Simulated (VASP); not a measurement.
A run of VASP 6.6.1 is set up as follows.

Contents of INCAR:

```
  ALGO = Normal
  EDIFF = 1E-8
  ENCUT = 520
  GGA = PS
  IBRION = 8
  ISIF = 2
  ISMEAR = 1
  LASPH = T
  LCHARG = F
  LREAL = F
  LWAVE = F
  NBANDS = 16
  NELM = 80
  NSW = 1
  PREC = Accurate
  SIGMA = 0.1
```

Contents of KPOINTS:

```
k-points
0
Gamma
  12 12 8
```

File POSCAR:

```
Ir
1.0
    2.7513778900      0.0000000000      0.0000000000
   -1.3756889500      2.3827631500      0.0000000000
    0.0000000000      0.0000000000      4.4622900000
Ir
2
Direct
    0.6666666667      0.3333333333      0.7500000000
    0.3333333333      0.6666666667      0.2500000000
```

Potentials or basis: VASP PAW PBE potentials, release 64 (Ir).

The run is started by

```console
$ cat potpaw_PBE.64/Ir/POTCAR > POTCAR
$ mpirun -np 1 vasp_std > vasp.out
```

Q: Predict the highest phonon frequency at Γ.

A: 196 cm⁻¹.

Phonon frequencies in cm⁻¹ (negative: imaginary):
```csv
q point,frequencies
"(0.000, 0.000, 0.000)",0 0 0 119 119 196
```

Caveat: the cell stands under pressure or tension, which shifts response properties.
